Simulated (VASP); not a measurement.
Write the native input for VASP 6.6.1 that does the following.

- Task: single point
- Functional: PBE
- Potentials or basis: VASP PAW PBE potentials, release 64 (Ru_pv, Ir)
- Cutoff: 520 eV
- k mesh: 18 × 18 × 4
- Occupations: gaussian, width 0.1 eV
- Spin: no spin polarisation
- Dipole correction: no
- Further INCAR settings: ALGO = Fast; EDIFF = 1e-06; NBANDS = 38

The structure of Ir5Ru lies in POSCAR:

```
Ir5Ru
1.0
    2.7274461519      0.0000000289      0.0000000000
   -1.3637231010      2.3620376406      0.0000000000
    0.0000000000      0.0000000000     13.3892047000
Ru Ir
1 5
Direct
    0.0000000000      0.0000000000      0.5000000000
    0.3333333333      0.6666666667      0.8331110000
    0.6666666667      0.3333333333      0.6638260000
    0.3333333333      0.6666666667      0.3361740000
    0.6666666667      0.3333333333      0.1668890000
    0.0000000000      0.0000000000      0.0000000000
```

These files were run (other wordings do the same):

INCAR

```
PREC = Accurate
ENCUT = 520
EDIFF = 1E-6
ISMEAR = 0
SIGMA = 0.1
LREAL = False
LASPH = True
NELM = 60
ALGO = Fast
ISIF = 2
LWAVE = False
LCHARG = False
GGA = PE
NBANDS = 38
```

KPOINTS

```
Automatic mesh
0
Gamma
  18 18 4
```

Potentials or basis: VASP PAW PBE potentials, release 64 (Ru_pv, Ir).

The run is started by

```console
$ cat potpaw_PBE.64/Ru_pv/POTCAR potpaw_PBE.64/Ir/POTCAR > POTCAR
$ mpirun -np 1 vasp_std > vasp.out
```

Results of the run:

```yaml
Pressure: 0.4 GPa
Largest_force: 0.019 eV/Å
Band_gap_on_the_k_mesh: zero (an odd number of electrons rules out a gap without spin polarisation)
```

Caveat: spin-orbit coupling is left out, which moves the levels of the heavy elements.

Wall time 15 min on 1 thread of Intel Xeon 8259CL, with other jobs on the host, peak memory 0.48 GiB.
